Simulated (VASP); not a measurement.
# HgH3 (Pm-3m) in VASP: relaxation of the atoms with PBE

Aim: the relaxation of the atoms of HgH3 with PBE.

Everything below comes from runs of VASP 6.6.1. Logs are shortened: lines on timing, memory, paths and dates and some standing lists are left out, and cuts for length are marked.

### Step 1. The cell of the first run

Symmetry: Pm-3m, No. 221, cubic system. The conventional cell has a = 6.945 Å, b = 6.945 Å, c = 6.945 Å, α = 90.00°, β = 90.00°, γ = 90.00°. Hg (site symmetry m-3m) has 12 H at 3.10 to 3.84 Å within 4.1 Å. Within 1.0 Å of H (site symmetry 4mm) lie 1 H at 0.74 Å.

### Step 2. Relaxation of the atoms, PBE (41.87 Å³/atom)

INCAR reads:

```
PREC     = Accurate       # precision mode
ENCUT    = 520            # plane-wave cutoff, eV
EDIFF    = 1E-7           # SCF threshold, eV
ISMEAR   = 0              # smearing method
SIGMA    = 0.02           # smearing width, eV
LREAL    = F              # projectors in reciprocal space
LASPH    = T              # aspherical terms in the spheres
NELM     = 100            # most SCF steps
ALGO     = Normal         # electronic algorithm
ISIF     = 2              # what is computed and relaxed
LWAVE    = F              # write WAVECAR
LCHARG   = F              # write CHGCAR
GGA      = PE             # functional
IBRION   = 2              # ionic algorithm
NSW      = 50             # ionic steps
EDIFFG   = -0.01          # ionic threshold
```

KPOINTS reads:

```
regular mesh
0
Gamma
  4 4 4
```

POSCAR reads:

```
HgH3
1.0
    6.9450532860      0.0000000000      0.0000000000
    0.0000000000      6.9450532860      0.0000000000
    0.0000000000      0.0000000000      6.9450532860
Hg H
2 6
Direct
    0.5000000000      0.5000000000      0.5000000000
    0.0000000000      0.0000000000      0.0000000000
    0.0535933698      0.5000000000      0.5000000000
    0.9464066302      0.5000000000      0.5000000000
    0.5000000000      0.0535933698      0.5000000000
    0.5000000000      0.9464066302      0.5000000000
    0.5000000000      0.5000000000      0.0535933698
    0.5000000000      0.5000000000      0.9464066302
```

Potentials or basis: VASP PAW PBE potentials, release 64 (Hg, H).

Command:

```sh
cat potpaw_PBE.64/Hg/POTCAR potpaw_PBE.64/H/POTCAR > POTCAR
mpirun -np 1 vasp_std > vasp.out
```

OUTCAR:

```text
PREC = Accurate
   ENCUT = 520
   EDIFF = 1E-7
   ISMEAR = 0
   LREAL = F
   LASPH = T
   NELM = 100
   ISIF = 2
   GGA = PE
   IBRION = 2
   NSW = 50
   EDIFFG = -0.01

 ion  position               nearest neighbor table
   1  0.500  0.500  0.500-
   2  0.000  0.000  0.000-
   3  0.054  0.500  0.500-   4 0.74
   4  0.946  0.500  0.500-   3 0.74
   5  0.500  0.054  0.500-   6 0.74
   6  0.500  0.946  0.500-   5 0.74
   7  0.500  0.500  0.054-   8 0.74
   8  0.500  0.500  0.946-   7 0.74

  LATTYP: Found a simple cubic cell.
 ALAT       =     6.9450532860

  Lattice vectors:

 A1 = (   6.9450532860,   0.0000000000,   0.0000000000)
 A2 = (   0.0000000000,   6.9450532860,   0.0000000000)
 A3 = (   0.0000000000,   0.0000000000,   6.9450532860)

Analysis of symmetry for initial positions (statically):
=====================================================================
 Subroutine PRICEL returns:
 Original cell was already a primitive cell.

 Routine SETGRP: Setting up the symmetry group for a
 simple cubic supercell.

 Subroutine GETGRP returns: Found 48 space group operations
 (whereof 48 operations were pure point group operations)
 out of a pool of 48 trial point group operations.

The static configuration has the point symmetry O_h .

Analysis of symmetry for dynamics (positions and initial velocities):
=====================================================================
 Subroutine PRICEL returns:
 Original cell was already a primitive cell.

 Routine SETGRP: Setting up the symmetry group for a
 simple cubic supercell.

 Subroutine GETGRP returns: Found 48 space group operations
 (whereof 48 operations were pure point group operations)
 out of a pool of 48 trial point group operations.

The dynamic configuration has the point symmetry O_h .

 Subroutine INISYM returns: Found 48 space group operations
 (whereof 48 operations are pure point group operations),
 and found     1 'primitive' translations

----------------------------------------------------------------------------------------

                                     Primitive cell

  volume of cell :     334.9861

  direct lattice vectors                    reciprocal lattice vectors
     6.945053286  0.000000000  0.000000000     0.143987376  0.000000000  0.000000000
     0.000000000  6.945053286  0.000000000     0.000000000  0.143987376  0.000000000
     0.000000000  0.000000000  6.945053286     0.000000000  0.000000000  0.143987376

  length of vectors
     6.945053286  6.945053286  6.945053286     0.143987376  0.143987376  0.143987376

  position of ions in fractional coordinates (direct lattice)
     0.500000000  0.500000000  0.500000000
     0.000000000  0.000000000  0.000000000
     0.053593370  0.500000000  0.500000000
     0.946406630  0.500000000  0.500000000
     0.500000000  0.053593370  0.500000000
     0.500000000  0.946406630  0.500000000
     0.500000000  0.500000000  0.053593370
     0.500000000  0.500000000  0.946406630

  ion indices of the primitive-cell ions
   primitive index   ion index
                 1           1
                 2           2
                 3           3
                 4           4
                 5           5
                 6           6
                 7           7
                 8           8

----------------------------------------------------------------------------------------

 KPOINTS: regular mesh

Automatic generation of k-mesh.
 Grid dimensions read from file:
 generate k-points for:    4    4    4

 Generating k-lattice:

  Cartesian coordinates                     Fractional coordinates (reciprocal lattice)
     0.035996844  0.000000000  0.000000000     0.250000000  0.000000000  0.000000000
     0.000000000  0.035996844  0.000000000     0.000000000  0.250000000  0.000000000
     0.000000000  0.000000000  0.035996844     0.000000000  0.000000000  0.250000000

  Length of vectors
     0.035996844  0.035996844  0.035996844

  Shift w.r.t. Gamma in fractional coordinates (k-lattice)
     0.000000000  0.000000000  0.000000000

 Subroutine IBZKPT returns following result:
 ===========================================

 Found     10 irreducible k-points:

 Following reciprocal coordinates:
            Coordinates               Weight
  0.000000  0.000000  0.000000      1.000000
  0.250000  0.000000  0.000000      6.000000
  0.500000  0.000000  0.000000      3.000000
  0.250000  0.250000  0.000000     12.000000
  0.500000  0.250000  0.000000     12.000000
  0.500000  0.500000  0.000000      3.000000
  0.250000  0.250000  0.250000      8.000000
  0.500000  0.250000  0.250000     12.000000
  0.500000  0.500000  0.250000      6.000000
  0.500000  0.500000  0.500000      1.000000
   k-points           NKPTS =     10   k-points in BZ     NKDIM =     10   number of bands    NBANDS=     20
   number of dos      NEDOS =    301   number of ions     NIONS =      8
   total plane-waves  NPLWV = 157464
   dimension x,y,z NGX =    54 NGY =   54 NGZ =   54
   dimension x,y,z NGXF=   108 NGYF=  108 NGZF=  108
   ions per type =               2   6
   NGX,Y,Z   is equivalent  to a cutoff of  12.93, 12.93, 12.93 a.u.
   NGXF,Y,Z  is equivalent  to a cutoff of  25.85, 25.85, 25.85 a.u.
 SYSTEM =  unknown system
   PREC   = accura    normal or accurate (medium, high low for compatibility)
   ISTART =      0    job   : 0-new  1-cont  2-samecut
   ICHARG =      2    charge: 1-file 2-atom 10-const
   ISPIN  =      1    spin polarized calculation?
   LNONCOLLINEAR =      F non collinear calculations
   LSORBIT =      F    spin-orbit coupling
   LASPH  =      T    aspherical Exc in radial PAW
   ENCUT  =  520.0 eV  38.22 Ry    6.18 a.u.  12.91 12.91 12.91*2*pi/ulx,y,z
   NELM   =    100;   NELMIN=  2; NELMDL= -5     # of ELM steps
   EDIFF  = 0.1E-06   stopping-criterion for ELM
   LREAL  =      F    real-space projection
   EDIFFG = -.1E-01   stopping-criterion for IOM
   NSW    =     50    number of steps for IOM
   IBRION =      2    ionic relax: 0-MD 1-quasi-New 2-CG
   NFREE  =      1    steps in history (QN), initial steepest desc. (CG)
   ISIF   =      2    stress and relaxation
   ISYM   =      2    0-nonsym 1-usesym 2-fastsym
   POTIM  = 0.5000    time-step for ionic-motion
   TEBEG  =    0.0;   TEEND  =   0.0 temperature during run
   PSTRESS=    0.0 pullay stress
   NELECT =      30.0000    total number of electrons
   NUPDOWN=      -1.0000    fix difference up-down
   EMIN   =  10.00;   EMAX   =-10.00  energy-range for DOS
   EFERMI =   0.00;   METHOD = LEGACY
   ISMEAR =     0;   SIGMA  =   0.02  broadening in eV -4-tet -1-fermi 0-gaus
   EFERMI_NEDOS =   21; number of points for ismear=-14 and -15
   IALGO  =     38    algorithm
   IMIX   =      4    mixing-type and parameters
     AMIX     =   0.40;   BMIX     =  1.00
     AMIX_MAG =   1.60;   BMIX_MAG =  1.00
  volume/ion in A,a.u.               =      41.87       282.57
  Fermi-wavevector in a.u.,A,eV,Ry     =   0.732442  1.384114  7.299127  0.536471
  Thomas-Fermi vector in A             =   1.824906
   LORBIT       =      0    0 simple, 1 ext, 2 COOP (PROOUT), +10 PAW based schemes
   GGA     = PE    functional components
   LHFCALC =     F    Hartree Fock is set to
   AEXX    =    0.0000 exact exchange contribution
   IVDW    =     0    specifies the selected vdW correction
   LEPSILON=     F    determine dielectric tensor
   LRPA    =     F    only Hartree local field effects (RPA)
 conjugate gradient relaxation of ions
 non-spin polarized calculation
 Gauss-broadening in eV      SIGMA  =   0.02
  energy-cutoff  :      520.00
  volume of cell :      334.99
 maximum number of plane-waves:      9104
 NGX is ok and might be reduce to    54
   NGX = 25   NGY = 25   NGZ = 25

--------------------------------------- Ionic step        1  -------------------------------------------

 number of electron      29.9999997 magnetization

 Free energy of the ion-electron system (eV)
  ---------------------------------------------------
  ext. energy  EPLUGINS =         0.00000000
  ---------------------------------------------------
  free energy    TOTEN  =       -20.39667104 eV

  energy without entropy =      -20.39667104  energy(sigma->0) =      -20.39667104

------------------------ aborting loop because EDIFF is reached ----------------------------------------

  FORCE on cell =-STRESS in cart. coord.  units (eV):
  Direction    XX          YY          ZZ          XY          YZ          ZX
  --------------------------------------------------------------------------------------
  -------------------------------------------------------------------------------------
  Total        0.1896836      0.1896836      0.1896836     -0.0000000     -0.0000000      0.0000000
  in kB        0.9072222      0.9072222      0.9072222     -0.0000000     -0.0000000      0.0000000
  external PRESSURE =       0.9072222 kB  Pullay stress =       0.0000000 kB
[... 69 lines left out ...]
  energy  without entropy=      -20.3834104087  energy(sigma->0) =      -20.38341041

--------------------------------------- Ionic step        3  -------------------------------------------

 number of electron      29.9999998 magnetization

 Free energy of the ion-electron system (eV)
  ---------------------------------------------------
  ext. energy  EPLUGINS =         0.00000000
  ---------------------------------------------------
  free energy    TOTEN  =       -20.39989993 eV

  energy without entropy =      -20.39989993  energy(sigma->0) =      -20.39989993

 E-fermi :  -5.2732     XC(G=0):  -4.2977

 val. band max:       -5.3851935240   @ k =   0.0000   0.0000   0.0000
 cond. band min:      -0.6617760280   @ k =   0.0000   0.0000   0.0000
 fundamental gap:      4.7234174960
 Fermi energy:        -5.2732493477

 k-point     1 :       0.0000    0.0000    0.0000
  band No.  band energies     occupation
      1      -9.3944      2.00000
      2      -9.3629      2.00000
      3      -9.3629      2.00000
      4      -8.8371      2.00000
      5      -8.8371      2.00000
      6      -8.8371      2.00000
[... 12 lines left out ...]
     19       0.8548      0.00000
[... 241 lines left out ...]
  FREE ENERGIE OF THE ION-ELECTRON SYSTEM (eV)
  ---------------------------------------------------
  free  energy   TOTEN  =       -20.3998999280 eV

  energy  without entropy=      -20.3998999280  energy(sigma->0) =      -20.39989993

 reached required accuracy - stopping structural energy minimisation
```

It took 4.5 min on 1 thread of Intel Xeon 8259CL, shared host; peak memory 0.44 GiB.

What came out:

```yaml
Free_energy: -20.3999 eV
Energy_gained_by_relaxing: 0.4 meV/atom
Ionic_steps: 3
Pressure_after_relaxing: 0.0 GPa
Band_gap_on_the_k_mesh: 4.72 eV
```

Step by step:
| step | energy change (eV) | largest force (eV/Å) | pressure (GPa) |
| --- | --- | --- | --- |
| 1 | 0.0000 | 0.2735 | 0.09 |
| 2 | 0.0133 | 0.5841 | -0.23 |
| 3 | -0.0032 | 0.0006 | -0.01 |

Final structure:
```
Hg H
1.0
     6.94505    0.00000    0.00000
     0.00000    6.94505    0.00000
     0.00000    0.00000    6.94505
Hg H
2 6
Direct
  0.50000 0.50000 0.50000
  0.00000 0.00000 0.00000
  0.05416 0.50000 0.50000
  0.94583 0.50000 0.50000
  0.50000 0.05416 0.50000
  0.50000 0.94583 0.50000
  0.50000 0.50000 0.05416
  0.50000 0.50000 0.94583
```

Levels at points of the mesh, in eV from the valence-band top:
| k point | band 13 | band 14 | band 15 | band 16 | band 17 | band 18 |
| --- | --- | --- | --- | --- | --- | --- |
| (0.00, 0.00, 0.00) | -3.20 | -0.20 | 0.00 | 4.72 | 4.72 | 4.72 |
| (0.50, 0.00, 0.00) | -3.21 | -0.20 | -0.17 | 4.96 | 4.96 | 5.42 |
| (0.50, 0.50, 0.00) | -3.20 | -0.37 | -0.16 | 5.03 | 5.03 | 5.06 |
| (0.50, 0.50, 0.50) | -3.21 | -0.56 | -0.13 | 5.18 | 5.18 | 5.18 |

Caveat: spin-orbit coupling is left out, which moves the levels of the heavy elements.
